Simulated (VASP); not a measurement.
# Ca2BeCl6 (Fm-3m) in VASP: density of states with PBE

Aim: the density of states of Ca2BeCl6 with PBE.

Program: VASP 6.6.1. These are calculated values, not measurements. Logs are shortened: lines on timing, memory, paths and dates and some standing lists are left out, and cuts for length are marked.

**1. The cell of the first run**

Symmetry: Fm-3m, No. 225, cubic system. The conventional cell has a = 9.141 Å, b = 9.141 Å, c = 9.141 Å, α = 90.00°, β = 90.00°, γ = 90.00°. Within 4.3 Å of Ca (site symmetry -43m) lie 12 Cl at 3.23 Å and 4 Be at 3.96 Å. Be (site symmetry m-3m) has 6 Cl at 2.22 Å within 2.9 Å. Cl (site symmetry 4mm) has 1 Be at 2.22 Å within 2.9 Å.

**2. Density of states, PBE**

POSCAR

```
Ca2BeCl6
1.0
    0.0000000000      4.5702525011      4.5702525011
    4.5702525011      0.0000000000      4.5702525011
    4.5702525011      4.5702525011      0.0000000000
Ca Be Cl
2 1 6
Direct
    0.2500000000      0.2500000000      0.2500000000
    0.7500000000      0.7500000000      0.7500000000
    0.0000000000      0.0000000000      0.0000000000
    0.7566354758      0.2433645242      0.2433645242
    0.2433645242      0.7566354758      0.7566354758
    0.2433645242      0.7566354758      0.2433645242
    0.7566354758      0.2433645242      0.7566354758
    0.2433645242      0.2433645242      0.7566354758
    0.7566354758      0.7566354758      0.2433645242
```

INCAR.step1

```
ALGO     = Normal         # electronic algorithm
EDIFF    = 1E-7           # SCF threshold, eV
ENCUT    = 520            # plane-wave cutoff, eV
GGA      = PE             # functional
ISIF     = 2              # what is computed and relaxed
ISMEAR   = 0              # smearing method
LASPH    = T              # aspherical terms in the spheres
LCHARG   = T              # write CHGCAR
LREAL    = F              # projectors in reciprocal space
LWAVE    = F              # write WAVECAR
NBANDS   = 42             # bands
NELM     = 100            # most SCF steps
PREC     = Accurate       # precision mode
SIGMA    = 0.02           # smearing width, eV
```

KPOINTS.step1

```
k-points
0
Gamma
  4 4 4
```

INCAR.step2

```
ALGO     = Normal         # electronic algorithm
EDIFF    = 1E-7           # SCF threshold, eV
ENCUT    = 520            # plane-wave cutoff, eV
GGA      = PE             # functional
ICHARG   = 11             # starting density
ISIF     = 2              # what is computed and relaxed
ISMEAR   = -5             # smearing method
LASPH    = T              # aspherical terms in the spheres
LCHARG   = F              # write CHGCAR
LORBIT   = 11             # projections on sites
LREAL    = F              # projectors in reciprocal space
LWAVE    = F              # write WAVECAR
NBANDS   = 42             # bands
NEDOS    = 1001           # points of the DOS
NELM     = 100            # most SCF steps
PREC     = Accurate       # precision mode
SIGMA    = 0.02           # smearing width, eV
```

KPOINTS.step2

```
k-points
0
Gamma
  6 6 6
```

Potentials or basis: VASP PAW PBE potentials, release 64 (Ca_sv, Be, Cl).

Started as:

```sh
$ cat potpaw_PBE.64/Ca_sv/POTCAR potpaw_PBE.64/Be/POTCAR potpaw_PBE.64/Cl/POTCAR > POTCAR
$ cp INCAR.step1 INCAR
$ cp KPOINTS.step1 KPOINTS
$ mpirun -np 1 vasp_std > vasp.out
$ cp INCAR.step2 INCAR
$ cp KPOINTS.step2 KPOINTS
$ mpirun -np 1 vasp_std > vasp.out
```

OUTCAR:

```text
EDIFF = 1E-7
   ENCUT = 520
   GGA = PE
   ICHARG = 11
   ISIF = 2
   ISMEAR = -5
   LASPH = T
   LORBIT = 11
   LREAL = F
   NELM = 100
   PREC = Accurate

 ion  position               nearest neighbor table
   1  0.250  0.250  0.250-
   2  0.750  0.750  0.750-
   3  0.000  0.000  0.000-   4 2.22   5 2.22   6 2.22   7 2.22   8 2.22   9 2.22
   4  0.757  0.243  0.243-   3 2.22
   5  0.243  0.757  0.757-   3 2.22
   6  0.243  0.757  0.243-   3 2.22
   7  0.757  0.243  0.757-   3 2.22
   8  0.243  0.243  0.757-   3 2.22
   9  0.757  0.757  0.243-   3 2.22

  LATTYP: Found a face centered cubic cell.
 ALAT       =     9.1405050022

  Lattice vectors:

 A1 = (   0.0000000000,   4.5702525011,   4.5702525011)
 A2 = (   4.5702525011,   0.0000000000,   4.5702525011)
 A3 = (   4.5702525011,   4.5702525011,   0.0000000000)

Analysis of symmetry for initial positions (statically):
=====================================================================
 Subroutine PRICEL returns:
 Original cell was already a primitive cell.

 Routine SETGRP: Setting up the symmetry group for a
 face centered cubic supercell.

 Subroutine GETGRP returns: Found 48 space group operations
 (whereof 48 operations were pure point group operations)
 out of a pool of 48 trial point group operations.

The static configuration has the point symmetry O_h .

Analysis of symmetry for dynamics (positions and initial velocities):
=====================================================================
 Subroutine PRICEL returns:
 Original cell was already a primitive cell.

 Routine SETGRP: Setting up the symmetry group for a
 face centered cubic supercell.

 Subroutine GETGRP returns: Found 48 space group operations
 (whereof 48 operations were pure point group operations)
 out of a pool of 48 trial point group operations.

The dynamic configuration has the point symmetry O_h .

 Subroutine INISYM returns: Found 48 space group operations
 (whereof 48 operations are pure point group operations),
 and found     1 'primitive' translations

----------------------------------------------------------------------------------------

                                     Primitive cell
[... 112 lines left out ...]
   EFERMI =   0.00;   METHOD = LEGACY
   ISMEAR =    -5;   SIGMA  =   0.02  broadening in eV -4-tet -1-fermi 0-gaus
   EFERMI_NEDOS =   21; number of points for ismear=-14 and -15
   IALGO  =     38    algorithm
   IMIX   =      4    mixing-type and parameters
     AMIX     =   0.40;   BMIX     =  1.00
     AMIX_MAG =   1.60;   BMIX_MAG =  1.00
  volume/ion in A,a.u.               =      21.21       143.15
  Fermi-wavevector in a.u.,A,eV,Ry     =   1.137238  2.149068 17.596549  1.293310
  Thomas-Fermi vector in A             =   2.273943
   LORBIT       =     11    0 simple, 1 ext, 2 COOP (PROOUT), +10 PAW based schemes
   GGA     = PE    functional components
   LHFCALC =     F    Hartree Fock is set to
   AEXX    =    0.0000 exact exchange contribution
   IVDW    =     0    specifies the selected vdW correction
   LEPSILON=     F    determine dielectric tensor
   LRPA    =     F    only Hartree local field effects (RPA)
 non-spin polarized calculation
 Fermi weights with tetrahedron method with Bloechl corrections
  energy-cutoff  :      520.00
  volume of cell :      190.92
 maximum number of plane-waves:      5168

 number of electron      64.0000014 magnetization

 Free energy of the ion-electron system (eV)
  ---------------------------------------------------
  ext. energy  EPLUGINS =         0.00000000
  ---------------------------------------------------
  free energy    TOTEN  =       -34.17209093 eV

  energy without entropy =      -34.17209093  energy(sigma->0) =      -34.17209093

 E-fermi :   2.2966     XC(G=0):  -9.2020

 val. band max:        2.2576636769   @ k =   0.0000   0.0000   0.0000
 cond. band min:       5.8637737777   @ k =   0.0000   0.0000   0.0000
 fundamental gap:      3.6061101008
 Fermi energy:         2.2966185727

 k-point     1 :       0.0000    0.0000    0.0000
  band No.  band energies     occupation
      1     -38.4296      2.00000
      2     -38.4283      2.00000
      3     -19.3654      2.00000
      4     -19.3654      2.00000
      5     -19.3654      2.00000
      6     -19.3550      2.00000
[... 709 lines left out ...]
     41       7.7955      0.00000
     42       7.8058      0.00000

------------------------ aborting loop because EDIFF is reached ----------------------------------------

  FORCE on cell =-STRESS in cart. coord.  units (eV):
  Direction    XX          YY          ZZ          XY          YZ          ZX
  --------------------------------------------------------------------------------------
  -------------------------------------------------------------------------------------
  Total       -0.0831951     -0.0831951     -0.0831951      0.0000000      0.0000000     -0.0000000
  in kB       -0.6981647     -0.6981647     -0.6981647      0.0000000      0.0000000     -0.0000000
  external PRESSURE =      -0.6981647 kB  Pullay stress =       0.0000000 kB

 VOLUME and BASIS-vectors are now :
 -----------------------------------------------------------------------------
  energy-cutoff  :      520.00
  volume of cell :      190.92
      direct lattice vectors                 reciprocal lattice vectors
     0.000000000  4.570252501  4.570252501    -0.109403146  0.109403146  0.109403146
     4.570252501  0.000000000  4.570252501     0.109403146 -0.109403146  0.109403146
     4.570252501  4.570252501  0.000000000     0.109403146  0.109403146 -0.109403146

 POSITION                                       TOTAL-FORCE (eV/Angst)
 -----------------------------------------------------------------------------------
      2.28513      2.28513      2.28513         0.000000     -0.000000      0.000000
      6.85538      6.85538      6.85538         0.000000     -0.000000      0.000000
      0.00000      0.00000      0.00000         0.000000     -0.000000      0.000000
      2.22447      4.57025      4.57025        -0.001436     -0.000000      0.000000
      6.91603      4.57025      4.57025         0.001436     -0.000000      0.000000
      4.57025      2.22447      4.57025         0.000000     -0.001436      0.000000
      4.57025      6.91603      4.57025         0.000000      0.001436      0.000000
      4.57025      4.57025      2.22447         0.000000     -0.000000     -0.001436
      4.57025      4.57025      6.91603         0.000000     -0.000000      0.001436
 -----------------------------------------------------------------------------------
    total drift:                               -0.000000      0.000000     -0.000000

  FREE ENERGIE OF THE ION-ELECTRON SYSTEM (eV)
  ---------------------------------------------------
  free  energy   TOTEN  =       -34.1720909304 eV

  energy  without entropy=      -34.1720909304  energy(sigma->0) =      -34.17209093

 total charge

# of ion       s       p       d       tot
------------------------------------------
    1        2.003   5.827   0.123   7.953
    2        2.003   5.827   0.123   7.953
    3        0.299   0.493   0.000   0.792
    4        1.602   3.559   0.000   5.161
    5        1.602   3.559   0.000   5.161
    6        1.602   3.559   0.000   5.161
    7        1.602   3.559   0.000   5.161
    8        1.602   3.559   0.000   5.161
    9        1.602   3.559   0.000   5.161
--------------------------------------------------
tot         13.914  33.503   0.246  47.664
```

OUTCAR.step1:

```text
EDIFF = 1E-7
   ENCUT = 520
   GGA = PE
   ISIF = 2
[... 590 lines left out ...]
      4.57025      2.22447      4.57025         0.000000     -0.001682      0.000000
      4.57025      6.91603      4.57025         0.000000      0.001682      0.000000
      4.57025      4.57025      2.22447         0.000000      0.000000     -0.001682
      4.57025      4.57025      6.91603         0.000000      0.000000      0.001682
 -----------------------------------------------------------------------------------
    total drift:                                0.000000      0.000000      0.000000

  FREE ENERGIE OF THE ION-ELECTRON SYSTEM (eV)
  ---------------------------------------------------
  free  energy   TOTEN  =       -34.1717926328 eV

  energy  without entropy=      -34.1717926328  energy(sigma->0) =      -34.17179263
```

It took 78 s on 1 thread of Intel Xeon 6975P-C (Granite Rapids), shared host; peak memory 0.35 GiB.

What came out:

```yaml
Valence_electrons_inside_the_program's_atomic_spheres: Ca 7.95; Be 0.79; Cl 5.16
```
